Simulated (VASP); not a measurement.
W2Cl, 3 atoms in the cell. Symmetry: P6/mmm, No. 191, hexagonal system. The conventional cell has a = 4.651 Å, b = 4.651 Å, c = 2.795 Å, α = 90.00°, β = 90.00°, γ = 120.00°. W (site symmetry -6m2) has 5 W at 2.69 to 2.80 Å and 6 Cl at 3.03 Å within 3.5 Å. Within 3.7 Å of Cl (site symmetry 6/mmm) lie 2 Cl at 2.80 Å and 12 W at 3.03 Å. The cell was generated, and may not be a known phase.

```yaml
Program: VASP 6.6.1
Task: single point
Functional: PBE
Potentials_or_basis: VASP PAW PBE potentials, release 64 (W_sv, Cl)
Cutoff: 520 eV
k_mesh: 12 × 12 × 16
Occupations: gaussian, width 0.1 eV
Spin: no spin polarisation
Dipole_correction: no
Further_INCAR_settings: ALGO = Normal; EDIFF = 1e-06; NBANDS = 24
```

Potentials or basis: VASP PAW PBE potentials, release 64 (W_sv, Cl).

Run with:

```sh
$ cat potpaw_PBE.64/W_sv/POTCAR potpaw_PBE.64/Cl/POTCAR > POTCAR
$ mpirun -np 1 vasp_std > vasp.out
```

Hardware: 1 thread of Intel Xeon 8259CL, with other jobs on the host.

Task: Estimate the wall time of this run.

Result: Wall time 3.6 min on 1 thread of Intel Xeon 8259CL, on a shared host, peak memory 0.32 GiB. Counts: scf iterations 12, k points 171.
